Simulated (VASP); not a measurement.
# TePb (Fm-3m) in VASP: further runs

TePb is run at these levels: BLYP+D4, LDA, revPBE+D3(BJ); tasks: single point, relaxation of cell and atoms.

All numbers are computed with VASP 6.6.1; they aren't measurements. Logs are shortened: lines on timing, memory, paths and dates and some standing lists are left out, and cuts for length are marked.

**1. The cell of the first run**

The structure is cubic, space group Fm-3m (No. 225). The conventional cell has a = 6.670 Å, b = 6.670 Å, c = 6.670 Å, α = 90.00°, β = 90.00°, γ = 90.00°. Pb (site symmetry m-3m) has 6 Te at 3.34 Å within 4.4 Å. Te (site symmetry m-3m) has 6 Pb at 3.34 Å within 4.4 Å.

**2. Single point, BLYP+D4**

File INCAR:

```
SYSTEM = TePb
AGGAC = 1.0
AGGAX = 1.0
ALDAC = 0.0
ALDAX = 1.0
ALGO = Normal
EDIFF = 1E-6
ENCUT = 520
GGA = B5
ISIF = 2
ISMEAR = -1
IVDW = 13
LASPH = .True.
LCHARG = .False.
LREAL = .False.
LWAVE = .False.
NBANDS = 17
NELM = 100
PREC = Accurate
SIGMA = 0.05
VDW_A1 = 0.44488865
VDW_A2 = 4.0933009
VDW_S6 = 1.0
VDW_S8 = 2.34076671
```

File KPOINTS:

```
k-points
0
Gamma
  7 7 7
  0 0 0
```

File POSCAR:

```
TePb
1.0
    0.0000000000      3.3352175132      3.3352175132
    3.3352175132      0.0000000000      3.3352175132
    3.3352175132      3.3352175132      0.0000000000
Pb Te
1 1
Direct
    0.0000000000      0.0000000000      0.0000000000
    0.5000000000      0.5000000000      0.5000000000
```

Potentials or basis: VASP PAW PBE potentials, release 64 (Pb_d, Te).

Command:

```bash
> cat potpaw_PBE.64/Pb_d/POTCAR potpaw_PBE.64/Te/POTCAR > POTCAR
> mpirun -np 1 vasp_std > vasp.out
```

OUTCAR:

```text
SYSTEM = TePb
   EDIFF = 1E-6
   ENCUT = 520
   GGA = B5
   ISIF = 2
   ISMEAR = -1
   IVDW = 13
   LASPH = .True.
   LREAL = .False.
   NELM = 100
   PREC = Accurate

 ion  position               nearest neighbor table
   1  0.000  0.000  0.000-   2 3.34   2 3.34   2 3.34   2 3.34   2 3.34   2 3.34
   2  0.500  0.500  0.500-   1 3.34   1 3.34   1 3.34   1 3.34   1 3.34   1 3.34

  LATTYP: Found a face centered cubic cell.
 ALAT       =     6.6704350264

  Lattice vectors:

 A1 = (   0.0000000000,   3.3352175132,   3.3352175132)
 A2 = (   3.3352175132,   0.0000000000,   3.3352175132)
 A3 = (   3.3352175132,   3.3352175132,   0.0000000000)

Analysis of symmetry for initial positions (statically):
=====================================================================
 Subroutine PRICEL returns:
 Original cell was already a primitive cell.

 Routine SETGRP: Setting up the symmetry group for a
 face centered cubic supercell.

 Subroutine GETGRP returns: Found 48 space group operations
[... 9 lines left out ...]

 Routine SETGRP: Setting up the symmetry group for a
 face centered cubic supercell.

 Subroutine GETGRP returns: Found 48 space group operations
[... 11 lines left out ...]
                                     Primitive cell

  volume of cell :      74.1998

  direct lattice vectors                    reciprocal lattice vectors
     0.000000000  3.335217513  3.335217513    -0.149915260  0.149915260  0.149915260
     3.335217513  0.000000000  3.335217513     0.149915260 -0.149915260  0.149915260
     3.335217513  3.335217513  0.000000000     0.149915260  0.149915260 -0.149915260

  length of vectors
     4.716709841  4.716709841  4.716709841     0.259660847  0.259660847  0.259660847

  position of ions in fractional coordinates (direct lattice)
     0.000000000  0.000000000  0.000000000
     0.500000000  0.500000000  0.500000000

  ion indices of the primitive-cell ions
   primitive index   ion index
                 1           1
                 2           2

----------------------------------------------------------------------------------------

 KPOINTS: k-points

Automatic generation of k-mesh.
 Grid dimensions read from file:
 generate k-points for:    7    7    7

 Generating k-lattice:

  Cartesian coordinates                     Fractional coordinates (reciprocal lattice)
    -0.021416466  0.021416466  0.021416466     0.142857143  0.000000000  0.000000000
     0.021416466 -0.021416466  0.021416466     0.000000000  0.142857143  0.000000000
     0.021416466  0.021416466 -0.021416466     0.000000000  0.000000000  0.142857143

  Length of vectors
     0.037094407  0.037094407  0.037094407

  Shift w.r.t. Gamma in fractional coordinates (k-lattice)
     0.000000000  0.000000000  0.000000000

 Subroutine IBZKPT returns following result:
 ===========================================

 Found     20 irreducible k-points:

 Following reciprocal coordinates:
            Coordinates               Weight
  0.000000  0.000000  0.000000      1.000000
  0.142857  0.000000  0.000000      8.000000
  0.285714  0.000000  0.000000      8.000000
  0.428571  0.000000  0.000000      8.000000
  0.142857  0.142857  0.000000      6.000000
  0.285714  0.142857  0.000000     24.000000
[... 12 lines left out ...]
 -0.428571  0.428571  0.142857     24.000000
 -0.285714  0.428571  0.142857     24.000000
   k-points           NKPTS =     20   k-points in BZ     NKDIM =     20   number of bands    NBANDS=     17
   number of dos      NEDOS =    301   number of ions     NIONS =      2
   total plane-waves  NPLWV =  46656
   dimension x,y,z NGX =    36 NGY =   36 NGZ =   36
   dimension x,y,z NGXF=    72 NGYF=   72 NGZF=   72
   ions per type =               1   1
   NGX,Y,Z   is equivalent  to a cutoff of  12.69, 12.69, 12.69 a.u.
   NGXF,Y,Z  is equivalent  to a cutoff of  25.38, 25.38, 25.38 a.u.
 SYSTEM =  TePb
   PREC   = accura    normal or accurate (medium, high low for compatibility)
   ISTART =      0    job   : 0-new  1-cont  2-samecut
   ICHARG =      2    charge: 1-file 2-atom 10-const
   ISPIN  =      1    spin polarized calculation?
   LNONCOLLINEAR =      F non collinear calculations
   LSORBIT =      F    spin-orbit coupling
   LASPH  =      T    aspherical Exc in radial PAW
   ENCUT  =  520.0 eV  38.22 Ry    6.18 a.u.   8.77  8.77  8.77*2*pi/ulx,y,z
   NELM   =    100;   NELMIN=  2; NELMDL= -5     # of ELM steps
   EDIFF  = 0.1E-05   stopping-criterion for ELM
   LREAL  =      F    real-space projection
   EDIFFG = 0.1E-04   stopping-criterion for IOM
   NSW    =      0    number of steps for IOM
   IBRION =     -1    ionic relax: 0-MD 1-quasi-New 2-CG
   NFREE  =      0    steps in history (QN), initial steepest desc. (CG)
   ISIF   =      2    stress and relaxation
   ISYM   =      2    0-nonsym 1-usesym 2-fastsym
   POTIM  = 0.5000    time-step for ionic-motion
   TEBEG  =    0.0;   TEEND  =   0.0 temperature during run
   PSTRESS=    0.0 pullay stress
   NELECT =      20.0000    total number of electrons
   NUPDOWN=      -1.0000    fix difference up-down
   EMIN   =  10.00;   EMAX   =-10.00  energy-range for DOS
   EFERMI =   0.00;   METHOD = LEGACY
   ISMEAR =    -1;   SIGMA  =   0.05  broadening in eV -4-tet -1-fermi 0-gaus
   EFERMI_NEDOS =   21; number of points for ismear=-14 and -15
   IALGO  =     38    algorithm
   IMIX   =      4    mixing-type and parameters
     AMIX     =   0.40;   BMIX     =  1.00
     AMIX_MAG =   1.60;   BMIX_MAG =  1.00
  volume/ion in A,a.u.               =      37.10       250.36
  Fermi-wavevector in a.u.,A,eV,Ry     =   1.057509  1.998402 15.215734  1.118325
  Thomas-Fermi vector in A             =   2.192784
   LORBIT       =      0    0 simple, 1 ext, 2 COOP (PROOUT), +10 PAW based schemes
   GGA     = B5    functional components
   LHFCALC =     F    Hartree Fock is set to
   AEXX    =    0.0000 exact exchange contribution
   IVDW    =    13    specifies the selected vdW correction
   LEPSILON=     F    determine dielectric tensor
   LRPA    =     F    only Hartree local field effects (RPA)
 non-spin polarized calculation
  energy-cutoff  :      520.00
  volume of cell :       74.20
 maximum number of plane-waves:      2015
   NGX = 17   NGY = 17   NGZ = 17

 number of electron      19.9999998 magnetization

 Free energy of the ion-electron system (eV)
  ---------------------------------------------------
  ext. energy  EPLUGINS =         0.00000000
  ---------------------------------------------------
  free energy    TOTEN  =        -6.38487418 eV

  energy without entropy =       -6.38487352  energy(sigma->0) =       -6.38487385

 E-fermi :   5.4327     XC(G=0):  -8.2964

 val. band max:        4.8246182966   @ k =   0.4286   0.0000   0.0000
 cond. band min:       6.0060212633   @ k =   0.4286   0.0000   0.0000
 fundamental gap:      1.1814029667
 Fermi energy:         5.4327369408

 k-point     1 :       0.0000    0.0000    0.0000
  band No.  band energies     occupation
      1     -11.7062      2.00000
      2     -11.7062      2.00000
      3     -11.6990      2.00000
      4     -11.6990      2.00000
      5     -11.6990      2.00000
      6      -6.3985      2.00000
[... 9 lines left out ...]
     16      11.0985      0.00000
     17      12.4910      0.00000

 k-point     2 :       0.1429    0.0000    0.0000
  band No.  band energies     occupation
      1     -11.7076      2.00000
      2     -11.7076      2.00000
      3     -11.6986      2.00000
      4     -11.6972      2.00000
      5     -11.6972      2.00000
      6      -6.2480      2.00000
[... 9 lines left out ...]
     16      11.4391      0.00000
     17      13.5594      0.00000

 k-point     3 :       0.2857    0.0000    0.0000
  band No.  band energies     occupation
      1     -11.7114      2.00000
      2     -11.7114      2.00000
      3     -11.6976      2.00000
      4     -11.6923      2.00000
      5     -11.6923      2.00000
      6      -5.8276      2.00000
[... 9 lines left out ...]
     16      12.3826      0.00000
     17      15.4151      0.00000

 k-point     4 :       0.4286    0.0000    0.0000
  band No.  band energies     occupation
      1     -11.7147      2.00000
      2     -11.7147      2.00000
      3     -11.6969      2.00000
      4     -11.6883      2.00000
      5     -11.6883      2.00000
      6      -5.3105      2.00000
[... 9 lines left out ...]
     16      13.7829      0.00000
     17      14.7996      0.00000

 k-point     5 :       0.1429    0.1429    0.0000
  band No.  band energies     occupation
      1     -11.7112      2.00000
      2     -11.7048      2.00000
      3     -11.7002      2.00000
      4     -11.6959      2.00000
      5     -11.6959      2.00000
      6      -6.1993      2.00000
[... 9 lines left out ...]
     16      11.9854      0.00000
     17      12.8918      0.00000

 k-point     6 :       0.2857    0.1429    0.0000
  band No.  band energies     occupation
      1     -11.7165      2.00000
      2     -11.7060      2.00000
      3     -11.6999      2.00000
      4     -11.6927      2.00000
      5     -11.6915      2.00000
      6      -5.8733      2.00000
[... 9 lines left out ...]
     16      12.9736      0.00000
     17      14.1066      0.00000
[... 201 lines left out ...]
 k-point    17 :       0.4286    0.2857    0.1429
  band No.  band energies     occupation
      1     -11.7222      2.00000
      2     -11.7068      2.00000
      3     -11.6993      2.00000
      4     -11.6891      2.00000
      5     -11.6890      2.00000
      6      -5.5109      2.00000
[... 9 lines left out ...]
     16      13.8576      0.00000
     17      14.6502      0.00000

 k-point    18 :      -0.4286    0.2857    0.1429
  band No.  band energies     occupation
      1     -11.7249      2.00000
      2     -11.7093      2.00000
      3     -11.6957      2.00000
      4     -11.6906      2.00000
      5     -11.6857      2.00000
      6      -5.1069      2.00000
[... 9 lines left out ...]
     16      14.4427      0.00000
     17      15.2437      0.00000

 k-point    19 :      -0.4286    0.4286    0.1429
  band No.  band energies     occupation
      1     -11.7349      2.00000
      2     -11.7036      2.00000
      3     -11.7007      2.00000
      4     -11.6867      2.00000
      5     -11.6828      2.00000
      6      -5.0410      2.00000
[... 9 lines left out ...]
     16      14.9945      0.00000
     17      15.8987      0.00000

 k-point    20 :      -0.2857    0.4286    0.1429
  band No.  band energies     occupation
      1     -11.7311      2.00000
      2     -11.7069      2.00000
      3     -11.6958      2.00000
      4     -11.6912      2.00000
      5     -11.6829      2.00000
      6      -4.9384      2.00000
[... 9 lines left out ...]
     16      15.3328      0.00000
     17      15.5658      0.00000

------------------------ aborting loop because EDIFF is reached ----------------------------------------

  DFT-D4 for vdW energy calculation

  Edisp (eV):   -1.57718

  FORCE on cell =-STRESS in cart. coord.  units (eV):
  Direction    XX          YY          ZZ          XY          YZ          ZX
  --------------------------------------------------------------------------------------
  -------------------------------------------------------------------------------------
  Total       0.03748     0.03748     0.03748    -0.00000     0.00000     0.00000
  in kB       0.80923     0.80923     0.80923    -0.00000     0.00000     0.00000
  external pressure =        0.81 kB  Pullay stress =        0.00 kB

 VOLUME and BASIS-vectors are now :
 -----------------------------------------------------------------------------
  energy-cutoff  :      520.00
  volume of cell :       74.20
      direct lattice vectors                 reciprocal lattice vectors
     0.000000000  3.335217513  3.335217513    -0.149915260  0.149915260  0.149915260
     3.335217513  0.000000000  3.335217513     0.149915260 -0.149915260  0.149915260
     3.335217513  3.335217513  0.000000000     0.149915260  0.149915260 -0.149915260

 POSITION                                       TOTAL-FORCE (eV/Angst)
 -----------------------------------------------------------------------------------
      0.00000      0.00000      0.00000         0.000000      0.000000      0.000000
      3.33522      3.33522      3.33522        -0.000000     -0.000000     -0.000000
 -----------------------------------------------------------------------------------
    total drift:                               -0.000000      0.000000      0.000000

  FREE ENERGIE OF THE ION-ELECTRON SYSTEM (eV)
  ---------------------------------------------------
  free  energy   TOTEN  =        -7.9620552840 eV

  energy  without entropy=       -7.9620546243  energy(sigma->0) =       -7.96205495
```

Run time: 30 s. Hardware: 1 thread of Intel Xeon Platinum 8259CL at 2.50GHz (Skylake/Cascade Lake), shared host; peak memory 0.21 GiB.

What came out:

| Property | Result |
| --- | --- |
| Free energy | -7.9621 eV |
| Pressure | 0.1 GPa |
| Dispersion energy per atom | -0.789 eV |

Caveat: this odd mesh misses L, where the gap lies, so gap, dielectric constants and Born charges aren't listed; the PAW data sets were made with another functional, which shifts forces and pressure a little; spin-orbit coupling is left out, which moves the levels of the heavy elements.

**3. Relaxation of cell and atoms, LDA**

This run uses another cell than the first one, of 33.73 Å³/atom, 0.909 times its volume.

File INCAR:

```
PREC = Accurate
ENCUT = 600
EDIFF = 1E-6
ISMEAR = 0
SIGMA = 0.01
LREAL = False
LASPH = True
NELM = 80
ALGO = Normal
ISIF = 3
LWAVE = False
LCHARG = False
GGA = CA
IBRION = 2
NSW = 80
EDIFFG = -0.01
```

File KPOINTS:

```
Automatic mesh
0
Gamma
  7 7 7
```

File POSCAR:

```
TePb
1.0
    0.0000000000      3.2310000000      3.2310000000
    3.2310000000      0.0000000000      3.2310000000
    3.2310000000      3.2310000000      0.0000000000
Pb Te
1 1
Direct
    0.0000000000      0.0000000000      0.0000000000
    0.5000000000      0.5000000000      0.5000000000
```

Potentials or basis: VASP PAW LDA potentials, release 64 (Pb_d, Te).

Command:

```bash
> cat potpaw_LDA.64/Pb_d/POTCAR potpaw_LDA.64/Te/POTCAR > POTCAR
> mpirun -np 1 vasp_std > vasp.out
```

OUTCAR:

```text
PREC = Accurate
   ENCUT = 600
   EDIFF = 1E-6
   ISMEAR = 0
   LREAL = False
   LASPH = True
   NELM = 80
   ISIF = 3
   GGA = CA
   IBRION = 2
   NSW = 80
   EDIFFG = -0.01

 ion  position               nearest neighbor table
   1  0.000  0.000  0.000-   2 3.23   2 3.23   2 3.23   2 3.23   2 3.23   2 3.23
   2  0.500  0.500  0.500-   1 3.23   1 3.23   1 3.23   1 3.23   1 3.23   1 3.23

  LATTYP: Found a face centered cubic cell.
 ALAT       =     6.4620000000

  Lattice vectors:

 A1 = (   0.0000000000,   3.2310000000,   3.2310000000)
 A2 = (   3.2310000000,   0.0000000000,   3.2310000000)
 A3 = (   3.2310000000,   3.2310000000,   0.0000000000)

Analysis of symmetry for initial positions (statically):
[... 178 lines left out ...]
  Total       -0.6936804     -0.6936804     -0.6936804     -0.0000000     -0.0000000      0.0000000
  in kB      -16.4751407    -16.4751407    -16.4751407     -0.0000000     -0.0000000      0.0000000
  external PRESSURE =     -16.4751407 kB  Pullay stress =       0.0000000 kB
[... 59 lines left out ...]
--------------------------------------- Ionic step        3  -------------------------------------------

 number of electron      20.0000001 magnetization

 Free energy of the ion-electron system (eV)
  ---------------------------------------------------
  ext. energy  EPLUGINS =         0.00000000
  ---------------------------------------------------
  free energy    TOTEN  =        -8.77718396 eV

  energy without entropy =       -8.77718396  energy(sigma->0) =       -8.77718396

 E-fermi :   5.8898     XC(G=0):  -9.7354

 val. band max:        5.7760121116   @ k =   0.4286   0.0000   0.0000
 cond. band min:       6.6600207183   @ k =   0.4286   0.0000   0.0000
 fundamental gap:      0.8840086067
 Fermi energy:         5.8897558832

 k-point     1 :       0.0000    0.0000    0.0000
  band No.  band energies     occupation
      1     -10.8369      2.00000
      2     -10.8369      2.00000
      3     -10.8200      2.00000
      4     -10.8200      2.00000
      5     -10.8200      2.00000
      6      -6.4677      2.00000
      7       0.3170      2.00000
      8       4.4102      2.00000
      9       4.4102      2.00000
     10       4.4102      2.00000
     11       9.9263      0.00000
     12       9.9263      0.00000
     13       9.9263      0.00000
     14      11.5952      0.00000
[... 350 lines left out ...]
  FREE ENERGIE OF THE ION-ELECTRON SYSTEM (eV)
  ---------------------------------------------------
  free  energy   TOTEN  =        -8.7771839632 eV

  energy  without entropy=       -8.7771839632  energy(sigma->0) =       -8.77718396

 reached required accuracy - stopping structural energy minimisation
```

OSZICAR:

```text
N       E                     dE             d eps       ncg     rms          rms(c)
DAV:   1     0.162036067348E+03    0.16204E+03   -0.99804E+03   560   0.153E+03
DAV:   2     0.364146086917E+01   -0.15839E+03   -0.15541E+03   578   0.359E+02
DAV:   3    -0.856473932993E+01   -0.12206E+02   -0.12086E+02   758   0.105E+02
[... 22 lines left out ...]
DAV:   3    -0.877717467419E+01    0.54321E-02   -0.23523E-02   692   0.263E+00    0.750E-02
DAV:   4    -0.877718686208E+01   -0.12188E-04   -0.38733E-04   572   0.215E-01    0.594E-02
DAV:   5    -0.877718589485E+01    0.96723E-06   -0.94553E-05   688   0.105E-01    0.170E-02
DAV:   6    -0.877718403239E+01    0.18625E-05   -0.88315E-06   698   0.541E-02    0.447E-03
DAV:   7    -0.877718396315E+01    0.69235E-07   -0.38201E-07   292   0.616E-03
   3 F= -.87771840E+01 E0= -.87771840E+01  d E =-.127771E-01
```

Run time: 45 s. Hardware: 1 thread of Intel Xeon Platinum 8259CL at 2.50GHz (Skylake/Cascade Lake), shared host; peak memory 0.21 GiB.

Results:

```yaml
Free_energy: -8.7772 eV
Relaxed_volume: 32.52 Å³/atom
Relaxed_cell: a = 4.514 Å, b = 4.514 Å, c = 4.514 Å, α = 60.00°, β = 60.00°, γ = 60.00°
Space_group_after_relaxing_to_0.05_Å: Fm-3m (No. 225)
Energy_gained_by_relaxing: 6.4 meV/atom
Ionic_steps: 3
Pressure_after_relaxing: 0.0 GPa
```

The path:
```
step  energy change (eV)  largest force (eV/Å)  pressure (GPa)  volume (Å³)
   1              0.0000                0.0000           -1.65        67.46
   2             -0.0108                0.0000            0.72        64.13
   3             -0.0128                0.0000           -0.01        65.05
```

Final structure:
```cif
data_structure
_symmetry_space_group_name_H-M 'P 1'
_symmetry_Int_Tables_number 1
_cell_length_a 4.5142
_cell_length_b 4.5142
_cell_length_c 4.5142
_cell_angle_alpha 60.000
_cell_angle_beta 60.000
_cell_angle_gamma 60.000
_cell_volume 65.05
loop_
_atom_site_label
_atom_site_type_symbol
_atom_site_fract_x
_atom_site_fract_y
_atom_site_fract_z
_atom_site_occupancy
Pb1 Pb 0.00000 0.00000 0.00000 1
Te1 Te 0.50000 0.50000 0.50000 1
```

Levels at points of the mesh, in eV from the Fermi level:
| k point | band 7 | band 8 | band 9 | band 10 | band 11 | band 12 | band 13 | band 14 |
| --- | --- | --- | --- | --- | --- | --- | --- | --- |
| (0.00, 0.00, 0.00) | -5.57 | -1.48 | -1.48 | -1.48 | 4.04 | 4.04 | 4.04 | 5.71 |

Caveat: this odd mesh misses L, where the gap lies, so gap, dielectric constants and Born charges aren't listed; spin-orbit coupling is left out, which moves the levels of the heavy elements. Zero-point motion and thermal expansion aren't in these numbers.

[end of part 1 of 2]
